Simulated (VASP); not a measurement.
Write the native input for VASP 6.6.1 that does the following.

```
Task                   : single point
Functional             : r2SCAN
Potentials or basis    : VASP PAW PBE potentials, release 64 (Ba_sv, Ti_sv, O)
Cutoff                 : 520 eV
k mesh                 : 6 × 6 × 6
Occupations            : gaussian, width 0.05 eV
Spin                   : no spin polarisation
Hubbard terms          : Ti d U = 4.0 eV
Dipole correction      : no
Further INCAR settings : ALGO = Normal; EDIFF = 1e-06; NBANDS = 28
```

Crystal: BaTiO3.

```
Ba Ti O
1.0
     4.19490    0.00000    0.00000
     0.00000    2.98460    2.84801
     0.00000   -2.98460    2.84801
Ba Ti O
1 1 3
Cartesian
  0.0000 0.0000 0.0251
  2.0975 0.0000 2.9253
  0.0000 0.0000 2.8179
  2.0975 -1.4704 4.2251
  2.0975 1.4704 4.2251
```

This cell differs from its parent crystal: strain +0.050 along x and y, +0.000 along z.

These files were run (other wordings do the same):

POSCAR

```
BaTiO3
1.0
    4.1949012301      0.0000000000      0.0000000000
    0.0000000000      2.9846005671      2.8480072403
    0.0000000000     -2.9846005671      2.8480072403
Ba Ti O
1 1 3
Direct
    0.0000000000      0.0044061011      0.0044061011
    0.5000000000      0.5135753575      0.5135753575
    0.0000000000      0.4947134013      0.4947134013
    0.5000000000      0.4954342957      0.9880908444
    0.5000000000      0.9880908444      0.4954342957
```

INCAR.step1

```
PREC = Accurate
ENCUT = 520
ISMEAR = 0
SIGMA = 0.05
LREAL = False
LASPH = True
NELM = 150
LMAXMIX = 4
LDAU = True
LDAUTYPE = 2
LDAUL = -1 2 -1
LDAUU = 0 4 0
LDAUJ = 0 0 0
NBANDS = 28
GGA = PE
ALGO = Normal
EDIFF = 1E-4
LWAVE = True
LCHARG = False
```

INCAR.step2

```
PREC = Accurate
ENCUT = 520
EDIFF = 1E-6
ISMEAR = 0
SIGMA = 0.05
LREAL = False
LASPH = True
NELM = 150
ALGO = Normal
ISIF = 2
LWAVE = False
LCHARG = False
LMAXMIX = 4
LDAU = True
LDAUTYPE = 2
LDAUL = -1 2 -1
LDAUU = 0 4 0
LDAUJ = 0 0 0
LDAUPRINT = 1
METAGGA = R2SCAN
LMIXTAU = True
NBANDS = 28
ISTART = 1
```

KPOINTS

```
Automatic mesh
0
Gamma
  6 6 6
```

Potentials or basis: VASP PAW PBE potentials, release 64 (Ba_sv, Ti_sv, O).

Run with:

```sh
$ cat potpaw_PBE.64/Ba_sv/POTCAR potpaw_PBE.64/Ti_sv/POTCAR potpaw_PBE.64/O/POTCAR > POTCAR
$ cp INCAR.step1 INCAR
$ mpirun -np 1 vasp_std > vasp.out
$ cp INCAR.step2 INCAR
$ mpirun -np 1 vasp_std > vasp.out
```

It gave:

```yaml
Pressure: -11.1 GPa
Largest_force: 0.147 eV/Å
Band_gap_on_the_k_mesh: 2.45 eV, indirect (least direct gap 2.73 eV)
```

Caveat: the cell differs from its parent crystal (strain +0.050 along x and y, +0.000 along z); the PAW data sets were made with another functional, which shifts forces and pressure a little; spin-orbit coupling is left out, which moves the levels of the heavy elements.

Wall time 4.1 min on 1 thread of Intel Xeon 6975P-C (shared host), peak memory 0.26 GiB.
